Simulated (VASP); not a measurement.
# Mg (P6/mmm) in VASP: further runs, part 2 of 2

VASP 6.6.1. The steps go on from the part before.

**4. Single point, PBE**

This run uses another cell than the first one, of 23.30 Å³/atom, 1.087 times its volume.

File INCAR:

```
SYSTEM = Mg
PREC     = Accurate       ! precision mode
ENCUT    = 520            ! plane-wave cutoff, eV
EDIFF    = 1E-6           ! SCF threshold, eV
ISMEAR   = -1             ! smearing method
SIGMA    = 0.1            ! smearing width, eV
LREAL    = .FALSE.        ! projectors in reciprocal space
LASPH    = .TRUE.         ! aspherical terms in the spheres
NELM     = 60             ! most SCF steps
ALGO     = Normal         ! electronic algorithm
ISIF     = 2              ! what is computed and relaxed
LWAVE    = .FALSE.        ! write WAVECAR
LCHARG   = .FALSE.        ! write CHGCAR
GGA      = PE             ! functional
NBANDS   = 10             ! bands
```

File KPOINTS:

```
Automatic mesh
0
G
  8 8 11
  0 0 0
```

File POSCAR:

```
Mg
1.0
    5.1057666347      0.0000000000      0.0000000000
   -2.5528833174      4.4217236115      0.0000000000
    0.0000000000      0.0000000000      3.0958698107
Mg
3
Direct
    0.0000000000      0.0000000000      0.0000000000
    0.3333333333      0.6666666667      0.5000000000
    0.6666666667      0.3333333333      0.5000000000
```

Potentials or basis: VASP PAW PBE potentials, release 64 (Mg).

Started as:

```
$ cat potpaw_PBE.64/Mg/POTCAR > POTCAR
$ mpirun -np 1 vasp_std > vasp.out
```

OUTCAR:

```text
SYSTEM = Mg
   PREC = Accurate
   ENCUT = 520
   EDIFF = 1E-6
   ISMEAR = -1
   LREAL = .FALSE.
   LASPH = .TRUE.
   NELM = 60
   ISIF = 2
   GGA = PE

 ion  position               nearest neighbor table
   1  0.000  0.000  0.000-   2 3.33   3 3.33   2 3.33   3 3.33   3 3.33   3 3.33   2 3.33   2 3.33
                             3 3.33   3 3.33   2 3.33   2 3.33
   2  0.333  0.667  0.500-   3 2.95   3 2.95   3 2.95   1 3.33   1 3.33   1 3.33   1 3.33   1 3.33
                             1 3.33
   3  0.667  0.333  0.500-   2 2.95   2 2.95   2 2.95   1 3.33   1 3.33   1 3.33   1 3.33   1 3.33
                             1 3.33

  LATTYP: Found a hexagonal cell.
 ALAT       =     5.1057666347
 C/A-ratio  =     0.6063476912

  Lattice vectors:

 A1 = (   5.1057666347,   0.0000000000,   0.0000000000)
 A2 = (  -2.5528833174,   4.4217236115,   0.0000000000)
 A3 = (   0.0000000000,   0.0000000000,   3.0958698107)

Analysis of symmetry for initial positions (statically):
=====================================================================
 Subroutine PRICEL returns:
 Original cell was already a primitive cell.

 Routine SETGRP: Setting up the symmetry group for a
 hexagonal supercell.

 Subroutine GETGRP returns: Found 24 space group operations
 (whereof 24 operations were pure point group operations)
 out of a pool of 24 trial point group operations.

The static configuration has the point symmetry D_6h.

Analysis of symmetry for dynamics (positions and initial velocities):
=====================================================================
 Subroutine PRICEL returns:
 Original cell was already a primitive cell.

 Routine SETGRP: Setting up the symmetry group for a
 hexagonal supercell.

 Subroutine GETGRP returns: Found 24 space group operations
 (whereof 24 operations were pure point group operations)
 out of a pool of 24 trial point group operations.

The dynamic configuration has the point symmetry D_6h.

 Subroutine INISYM returns: Found 24 space group operations
 (whereof 24 operations are pure point group operations),
[... 125 lines left out ...]
   AEXX    =    0.0000 exact exchange contribution
   IVDW    =     0    specifies the selected vdW correction
   LEPSILON=     F    determine dielectric tensor
   LRPA    =     F    only Hartree local field effects (RPA)
 non-spin polarized calculation
  energy-cutoff  :      520.00
  volume of cell :       69.89
 maximum number of plane-waves:      1914
 NGX is ok and might be reduce to    40
   NGX = 19   NGY = 19   NGZ = 11

 number of electron       6.0000000 magnetization

 Free energy of the ion-electron system (eV)
  ---------------------------------------------------
  ext. energy  EPLUGINS =         0.00000000
  ---------------------------------------------------
  free energy    TOTEN  =        -4.37348973 eV

  energy without entropy =       -4.33240098  energy(sigma->0) =       -4.35294536

 E-fermi :   2.5877     XC(G=0):  -8.4452

 val. band max:        2.5790155712   @ k =   0.2500   0.0000   0.2727
 cond. band min:       2.6173139270   @ k =   0.1250   0.0000   0.0000
 fundamental gap:      0.0382983558
 Fermi energy:         2.5877124606

 k-point     1 :       0.0000    0.0000    0.0000
  band No.  band energies     occupation
      1      -4.3116      2.00000
      2       2.8079      0.19925
      3       2.8079      0.19925
      4       2.8604      0.12280
      5       2.8604      0.12280
      6       3.8747      0.00001
      7       3.9376      0.00000
      8      10.4911      0.00000
      9      10.9498      0.00000
     10      15.7962      0.00000
[... 287 lines left out ...]
 k-point    24 :       0.3750   -0.0000    0.1818
  band No.  band energies     occupation
      1      -2.7183      2.00000
      2      -0.8381      2.00000
      3       1.6550      1.99982
      4       2.2295      1.94589
      5       6.6672      0.00000
      6       6.9670      0.00000
      7       7.7937      0.00000
      8       8.6217      0.00000
      9      10.1911      0.00000
     10      10.4333      0.00000

 [... further k-points ...]

------------------------ aborting loop because EDIFF is reached ----------------------------------------

  FORCE on cell =-STRESS in cart. coord.  units (eV):
  Direction    XX          YY          ZZ          XY          YZ          ZX
  --------------------------------------------------------------------------------------
  -------------------------------------------------------------------------------------
  Total       -0.1156869     -0.1156869      0.0285002      0.0000000      0.0000000      0.0000000
  in kB       -2.6519145     -2.6519145      0.6533161      0.0000000      0.0000000      0.0000000
  external PRESSURE =      -1.5501710 kB  Pullay stress =       0.0000000 kB

 VOLUME and BASIS-vectors are now :
 -----------------------------------------------------------------------------
  energy-cutoff  :      520.00
  volume of cell :       69.89
      direct lattice vectors                 reciprocal lattice vectors
     5.105766635  0.000000000  0.000000000     0.195856973  0.113078076  0.000000000
    -2.552883317  4.421723612  0.000000000     0.000000000  0.226156153  0.000000000
     0.000000000  0.000000000  3.095869811     0.000000000  0.000000000  0.323010999

 POSITION                                       TOTAL-FORCE (eV/Angst)
 -----------------------------------------------------------------------------------
      0.00000      0.00000      0.00000         0.000000      0.000000      0.000000
     -0.00000      2.94782      1.54793        -0.000000      0.000000     -0.000000
      2.55288      1.47391      1.54793         0.000000      0.000000      0.000000
 -----------------------------------------------------------------------------------
    total drift:                                0.000000     -0.000000     -0.000000

  FREE ENERGIE OF THE ION-ELECTRON SYSTEM (eV)
  ---------------------------------------------------
  free  energy   TOTEN  =        -4.3734897346 eV

  energy  without entropy=       -4.3324009849  energy(sigma->0) =       -4.35294536
```

OSZICAR:

```text
N       E                     dE             d eps       ncg     rms          rms(c)
DAV:   1     0.142864289281E+01    0.14286E+01   -0.20247E+03  1200   0.430E+02
DAV:   2    -0.428181559382E+01   -0.57105E+01   -0.55447E+01  1558   0.426E+01
DAV:   3    -0.439778587291E+01   -0.11597E+00   -0.11541E+00  1574   0.501E+00
DAV:   4    -0.439830587778E+01   -0.52000E-03   -0.51990E-03  1450   0.359E-01
DAV:   5    -0.439831043792E+01   -0.45601E-05   -0.45601E-05  1434   0.352E-02    0.117E+00
DAV:   6    -0.438656454845E+01    0.11746E-01   -0.97870E-04  1390   0.268E-01    0.747E-01
DAV:   7    -0.437347426145E+01    0.13090E-01   -0.43976E-03  1270   0.474E-01    0.420E-02
DAV:   8    -0.437349283349E+01   -0.18572E-04   -0.36541E-05  1538   0.345E-02    0.922E-03
DAV:   9    -0.437348971464E+01    0.31188E-05   -0.24595E-06  1348   0.852E-03    0.109E-03
DAV:  10    -0.437348973459E+01   -0.19950E-07   -0.21575E-07   794   0.147E-03
   1 F= -.43734897E+01 E0= -.43529454E+01  d E =-.410887E-01
```

It took 21 s on 1 thread of Intel Xeon 6975P-C (Granite Rapids), shared host; peak memory 0.19 GiB.

Results:

* Free energy: -4.3735 eV
* Pressure: -0.2 GPa
* Band gap on the k mesh: zero (band 3 reaches 5.72 eV, above the bottom of band 4 at 1.61 eV)

**5. Single point, PBE (volume scaled by 1.04)**

File INCAR:

```
SYSTEM = Mg
PREC = Accurate
ENCUT = 520
EDIFF = 1E-6
ISMEAR = -1
SIGMA = 0.1
LREAL = .False.
LASPH = .True.
NELM = 100
ALGO = Normal
ISIF = 2
LWAVE = .False.
LCHARG = .False.
GGA = PE
NBANDS = 10
```

File KPOINTS:

```
regular mesh
0
Gamma
  8 8 11
  0 0 0
```

File POSCAR:

```
Mg
1.0
    5.1729554797      0.0000000000      0.0000000000
   -2.5864777398      4.4799108580      0.0000000000
    0.0000000000      0.0000000000      3.1366096117
Mg
3
Direct
    0.0000000000      0.0000000000      0.0000000000
    0.3333333333      0.6666666667      0.5000000000
    0.6666666667      0.3333333333      0.5000000000
```

Potentials or basis: VASP PAW PBE potentials, release 64 (Mg).

Started as:

```
$ cat potpaw_PBE.64/Mg/POTCAR > POTCAR
$ mpirun -np 1 vasp_std > vasp.out
```

OUTCAR:

```text
SYSTEM = Mg
   PREC = Accurate
   ENCUT = 520
   EDIFF = 1E-6
   ISMEAR = -1
   LREAL = .False.
   LASPH = .True.
   NELM = 100
   ISIF = 2
   GGA = PE

 ion  position               nearest neighbor table
   1  0.000  0.000  0.000-   2 3.37   3 3.37   2 3.37   3 3.37   2 3.37   2 3.37   3 3.37   3 3.37
                             3 3.37   3 3.37   2 3.37   2 3.37
   2  0.333  0.667  0.500-   3 2.99   3 2.99   3 2.99   1 3.37   1 3.37   1 3.37   1 3.37   1 3.37
                             1 3.37
   3  0.667  0.333  0.500-   2 2.99   2 2.99   2 2.99   1 3.37   1 3.37   1 3.37   1 3.37   1 3.37
                             1 3.37

  LATTYP: Found a hexagonal cell.
[... 510 lines left out ...]
  --------------------------------------------------------------------------------------
  -------------------------------------------------------------------------------------
  Total       -0.6840386     -0.6840386     -0.5089880     -0.0000000      0.0000000      0.0000000
  in kB      -15.0772662    -15.0772662    -11.2188813     -0.0000000      0.0000000      0.0000000
  external PRESSURE =     -13.7911379 kB  Pullay stress =       0.0000000 kB

 VOLUME and BASIS-vectors are now :
 -----------------------------------------------------------------------------
  energy-cutoff  :      520.00
  volume of cell :       72.69
      direct lattice vectors                 reciprocal lattice vectors
     5.172955480  0.000000000  0.000000000     0.193313088  0.111609364  0.000000000
    -2.586477740  4.479910858  0.000000000     0.000000000  0.223218727  0.000000000
     0.000000000  0.000000000  3.136609612     0.000000000  0.000000000  0.318815576

 POSITION                                       TOTAL-FORCE (eV/Angst)
 -----------------------------------------------------------------------------------
      0.00000      0.00000      0.00000        -0.000000      0.000000      0.000000
     -0.00000      2.98661      1.56830         0.000000     -0.000000      0.000000
      2.58648      1.49330      1.56830        -0.000000      0.000000      0.000000
 -----------------------------------------------------------------------------------
    total drift:                                0.000000     -0.000000      0.000000

  FREE ENERGIE OF THE ION-ELECTRON SYSTEM (eV)
  ---------------------------------------------------
  free  energy   TOTEN  =        -4.3597576454 eV

  energy  without entropy=       -4.3172561497  energy(sigma->0) =       -4.33850690
```

It took 21 s on 1 thread of Intel Xeon 6975P-C (Granite Rapids), shared host; peak memory 0.19 GiB.

Results:

| Quantity | Value |
| --- | --- |
| Free energy | -4.3598 eV |
| Pressure | -1.4 GPa |
| Band gap on the k mesh | zero (band 3 reaches 5.45 eV, above the bottom of band 4 at 1.40 eV) |

Stress tensor (GPa, compression positive):
```
-1.51  0.00  0.00
 0.00 -1.51  0.00
 0.00  0.00 -1.12
```

Caveat: the cell differs from its parent crystal (volume scaled by 1.04).

**6. Single point, PBE (volume scaled by 1.08)**

File INCAR:

```
PREC = Accurate
ENCUT = 520
EDIFF = 1E-6
ISMEAR = -1
SIGMA = 0.1
LREAL = F
LASPH = T
NELM = 60
ALGO = Normal
ISIF = 2
LWAVE = F
LCHARG = T
GGA = PE
LELF = T
LVHAR = T
NBANDS = 10
```

File KPOINTS:

```
Automatic mesh
0
Gamma
  8 8 11
```

File POSCAR:

```
Mg
1.0
    5.2384428808      0.0000000000      0.0000000000
   -2.6192214404      4.5366246111      0.0000000000
    0.0000000000      0.0000000000      3.1763177462
Mg
3
Direct
    0.0000000000      0.0000000000      0.0000000000
    0.3333333333      0.6666666667      0.5000000000
    0.6666666667      0.3333333333      0.5000000000
```

Potentials or basis: VASP PAW PBE potentials, release 64 (Mg).

Started as:

```
$ cat potpaw_PBE.64/Mg/POTCAR > POTCAR
$ mpirun -np 1 vasp_std > vasp.out
```

Wall time 22 s (1 thread of Intel Xeon 6975P-C (Granite Rapids), shared host); peak memory 0.19 GiB.

The run converged. Its results:

```
Free energy            : -4.3267 eV
Pressure               : -2.4 GPa
Band gap on the k mesh : zero (band 3 reaches 5.20 eV, above the bottom of band 4 at 1.21 eV)
```

Stress tensor (GPa, compression positive):
```
-2.52  0.00  0.00
 0.00 -2.52  0.00
 0.00  0.00 -2.09
```

Levels at points of the mesh, in eV from the Fermi level:
| k point | band 1 | band 2 | band 3 | band 4 | band 5 | band 6 |
| --- | --- | --- | --- | --- | --- | --- |
| (0.00, 0.00, 0.00) | -6.57 | 0.26 | 0.26 | 0.32 | 0.32 | 1.09 |
| (0.50, 0.00, 0.00) | -4.76 | -4.75 | -1.40 | -0.99 | 5.32 | 5.44 |

Caveat: the cell differs from its parent crystal (volume scaled by 1.08).

**7. Overview**

| cell | gap on the mesh (eV) | pressure (GPa) |
| --- | --- | --- |
| a = 4.966, b = 4.966, c = 3.011 Å, angles 90.0, 90.0, 120.0°, 3 atoms | none | 3.2 |
| a = 5.037, b = 5.037, c = 3.054 Å, angles 90.0, 90.0, 120.0°, 3 atoms | none | 1.3 |
| a = 5.106, b = 5.106, c = 3.096 Å, angles 90.0, 90.0, 120.0°, 3 atoms | none | -0.2 |
| a = 5.173, b = 5.173, c = 3.137 Å, angles 90.0, 90.0, 120.0°, 3 atoms | none | -1.4 |
| a = 5.238, b = 5.238, c = 3.176 Å, angles 90.0, 90.0, 120.0°, 3 atoms | none | -2.4 |

Alike in all rows: task single point; level PBE; potentials or basis VASP PAW PBE potentials, release 64 (Mg); no spin polarisation; k mesh 8 × 8 × 11; cutoff (eV) 520; smearing fermi-dirac 0.1 eV.

Total energies depend on the potentials used, so only differences within one code and one set of settings carry meaning.
